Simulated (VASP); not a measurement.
# SnO2 (P4_2/mnm) in VASP: a series of runs, part 3 of 3

VASP 6.6.1. The steps go on from the part before.

## Step 5: Single point, r2SCAN

This run uses another cell than the first one, of 12.32 Å³/atom.

POSCAR reads:

```
SnO2
1.0
    4.7901311900      0.0000000000      0.0000000000
    0.0000000000      4.7901311900      0.0000000000
    0.0000000000      0.0000000000      3.2213444700
Sn O
2 4
Direct
    0.0000000000      0.0000000000      0.0000000000
    0.5000000000      0.5000000000      0.5000000000
    0.3063786182      0.3063786182      0.0000000000
    0.1936213818      0.8063786182      0.5000000000
    0.6936213818      0.6936213818      0.0000000000
    0.8063786182      0.1936213818      0.5000000000
```

INCAR.step1 reads:

```
SYSTEM = SnO2
ALGO = Normal
EDIFF = 1E-4
ENCUT = 520
GGA = PE
ISMEAR = -1
LASPH = .TRUE.
LCHARG = .FALSE.
LREAL = .FALSE.
LWAVE = .TRUE.
NBANDS = 35
NELM = 100
PREC = Accurate
SIGMA = 0.02
```

INCAR.step2 reads:

```
SYSTEM = SnO2
ALGO = Normal
EDIFF = 1E-7
ENCUT = 520
ISIF = 2
ISMEAR = -1
ISTART = 1
LASPH = .TRUE.
LCHARG = .FALSE.
LMIXTAU = .TRUE.
LREAL = .FALSE.
LWAVE = .FALSE.
METAGGA = R2SCAN
NBANDS = 35
NELM = 100
PREC = Accurate
SIGMA = 0.02
```

KPOINTS reads:

```
k-points
0
G
  6 6 10
  0 0 0
```

Potentials or basis: VASP PAW PBE potentials, release 64 (Sn_d, O).

Launch:

```console
$ cat potpaw_PBE.64/Sn_d/POTCAR potpaw_PBE.64/O/POTCAR > POTCAR
$ cp INCAR.step1 INCAR
$ mpirun -np 1 vasp_std > vasp.out
$ cp INCAR.step2 INCAR
$ mpirun -np 1 vasp_std > vasp.out
```

OUTCAR:

```text
SYSTEM = SnO2
   EDIFF = 1E-7
   ENCUT = 520
   ISIF = 2
   ISMEAR = -1
   ISTART = 1
   LASPH = .TRUE.
   LREAL = .FALSE.
   METAGGA = R2SCAN
   NELM = 100
   PREC = Accurate

 ion  position               nearest neighbor table
   1  0.000  0.000  0.000-   3 2.08   5 2.08   4 2.08   6 2.08   4 2.08   6 2.08   2 3.75   2 3.75
                             2 3.75   2 3.75   2 3.75   2 3.75   2 3.75   2 3.75
   2  0.500  0.500  0.500-   4 2.08   6 2.08   5 2.08   3 2.08   3 2.08   5 2.08   1 3.75   1 3.75
                             1 3.75   1 3.75   1 3.75   1 3.75   1 3.75   1 3.75
   3  0.306  0.306  0.000-   1 2.08   2 2.08   2 2.08
   4  0.194  0.806  0.500-   2 2.08   1 2.08   1 2.08
   5  0.694  0.694  0.000-   1 2.08   2 2.08   2 2.08
   6  0.806  0.194  0.500-   2 2.08   1 2.08   1 2.08

[... 1121 lines left out ...]
  Total       -1.2227645     -1.2227645     -1.4742915      0.0000000      0.0000000      0.0000000
  in kB      -26.5046099    -26.5046099    -31.9567024      0.0000000      0.0000000      0.0000000
  external PRESSURE =     -28.3219741 kB  Pullay stress =       0.0000000 kB

 VOLUME and BASIS-vectors are now :
 -----------------------------------------------------------------------------
  energy-cutoff  :      520.00
  volume of cell :       73.91
      direct lattice vectors                 reciprocal lattice vectors
     4.790131190  0.000000000  0.000000000     0.208762550  0.000000000  0.000000000
     0.000000000  4.790131190  0.000000000     0.000000000  0.208762550  0.000000000
     0.000000000  0.000000000  3.221344470     0.000000000  0.000000000  0.310429390

 POSITION                                       TOTAL-FORCE (eV/Angst)
 -----------------------------------------------------------------------------------
      0.00000      0.00000      0.00000         0.000000     -0.000000      0.000000
      2.39507      2.39507      1.61067         0.000000     -0.000000      0.000000
      1.46759      1.46759      0.00000        -0.021637     -0.021637      0.000000
      0.92747      3.86266      1.61067         0.021637     -0.021637      0.000000
      3.32254      3.32254      0.00000         0.021637      0.021637     -0.000000
      3.86266      0.92747      1.61067        -0.021637      0.021637     -0.000000
 -----------------------------------------------------------------------------------
    total drift:                                0.000000      0.000000      0.000000

  FREE ENERGIE OF THE ION-ELECTRON SYSTEM (eV)
  ---------------------------------------------------
  free  energy   TOTEN  =       -84.6239606972 eV

  energy  without entropy=      -84.6239606972  energy(sigma->0) =      -84.62396070
```

OUTCAR.step1:

```text
SYSTEM = SnO2
   EDIFF = 1E-4
   ENCUT = 520
   GGA = PE
   ISMEAR = -1
   LASPH = .TRUE.
   LREAL = .FALSE.
   NELM = 100
[... 1151 lines left out ...]
      0.92747      3.86266      1.61067         0.038162     -0.038162     -0.000000
      3.32254      3.32254      0.00000         0.038162      0.038162     -0.000000
      3.86266      0.92747      1.61067        -0.038162      0.038162     -0.000000
 -----------------------------------------------------------------------------------
    total drift:                                0.000000      0.000000      0.000000

  FREE ENERGIE OF THE ION-ELECTRON SYSTEM (eV)
  ---------------------------------------------------
  free  energy   TOTEN  =       -37.2855307421 eV

  energy  without entropy=      -37.2855307421  energy(sigma->0) =      -37.28553074
```

OSZICAR.step1:

```text
N       E                     dE             d eps       ncg     rms          rms(c)
DAV:   1     0.625996747770E+03    0.62600E+03   -0.25679E+04  4638   0.231E+03
DAV:   2     0.557761510717E+02   -0.57022E+03   -0.53899E+03  4520   0.600E+02
DAV:   3    -0.385437008545E+02   -0.94320E+02   -0.92340E+02  4598   0.206E+02
DAV:   4    -0.433371787068E+02   -0.47935E+01   -0.47591E+01  5250   0.500E+01
DAV:   5    -0.434620793043E+02   -0.12490E+00   -0.12476E+00  5225   0.855E+00    0.158E+01
DAV:   6    -0.372064634850E+02    0.62556E+01   -0.17608E+01  6630   0.641E+01    0.611E+00
DAV:   7    -0.373147596284E+02   -0.10830E+00   -0.20075E+00  4860   0.790E+00    0.319E+00
DAV:   8    -0.372921555255E+02    0.22604E-01   -0.17577E-01  6364   0.399E+00    0.742E-01
DAV:   9    -0.372847084553E+02    0.74471E-02   -0.35022E-02  6841   0.289E+00    0.131E-01
DAV:  10    -0.372854331411E+02   -0.72469E-03   -0.39539E-03  5441   0.527E-01    0.485E-02
DAV:  11    -0.372855307421E+02   -0.97601E-04   -0.17008E-04  4371   0.112E-01
   1 F= -.37285531E+02 E0= -.37285531E+02  d E =-.145622E-11
```

It took 2.8 min on 1 thread of Intel Xeon 6975P-C (Granite Rapids), shared host; peak memory 0.26 GiB.

Results:

```yaml
Free_energy: -84.6240 eV
Pressure: -2.8 GPa
Largest_force: 0.031 eV/Å
Band_gap_on_the_k_mesh: 1.58 eV
```

Forces in eV/Å, atoms in the order of the input:
```
Sn   0.000  0.000  0.000
Sn   0.000  0.000  0.000
O   -0.022 -0.022  0.000
O    0.022 -0.022  0.000
O    0.022  0.022  0.000
O   -0.022  0.022  0.000
```

Levels at points of the mesh, in eV from the valence-band top:
```tsv
k point	band 22	band 23	band 24	band 25	band 26	band 27	band 28	band 29	band 30	band 31
(0.00, 0.00, 0.00)	-1.22	-1.22	-0.76	-0.76	0.00	1.58	6.61	6.94	6.94	11.02
(0.50, 0.00, 0.00)	-1.94	-1.17	-1.17	-0.61	-0.61	4.79	4.79	7.68	7.68	11.66
(0.50, 0.50, 0.00)	-1.91	-1.30	-1.30	-0.90	-0.90	5.21	5.21	8.06	8.06	11.72
(0.00, 0.00, 0.50)	-2.56	-1.62	-1.62	-1.24	-1.24	6.64	6.64	10.39	10.39	11.40
(0.50, 0.00, 0.50)	-1.70	-1.08	-1.08	-0.70	-0.70	6.91	6.91	8.68	8.68	11.74
(0.50, 0.50, 0.50)	-2.36	-0.94	-0.94	-0.83	-0.83	5.34	5.34	9.53	9.53	11.72
```

Caveat: the PAW data sets were made with another functional, which shifts forces and pressure a little; spin-orbit coupling is left out, which moves the levels of the heavy elements.

## Step 6: Summary

| cell | gap on the mesh (eV) | pressure (GPa) | largest force (eV/Å) |
| --- | --- | --- | --- |
| a = 4.727, b = 4.727, c = 3.179 Å, 6 atoms | 2.04 | 5.9 | 0.03 |
| a = 4.759, b = 4.759, c = 3.200 Å, 6 atoms | 1.80 | 1.3 | 0.03 |
| a = 4.790, b = 4.790, c = 3.221 Å, 6 atoms | 1.58 | -2.8 | 0.03 |

Alike in all rows: task single point; level r2SCAN; potentials or basis VASP PAW PBE potentials, release 64 (Sn_d, O); no spin polarisation; k mesh 6 × 6 × 10; cutoff (eV) 520; smearing fermi-dirac 0.02 eV.

Caveats: the PAW data sets were made with another functional, which shifts forces and pressure a little; spin-orbit coupling is left out, which moves the levels of the heavy elements; the cell stands under pressure (at least some runs).

Total energies depend on the potentials used, so only differences within one code and one set of settings carry meaning.
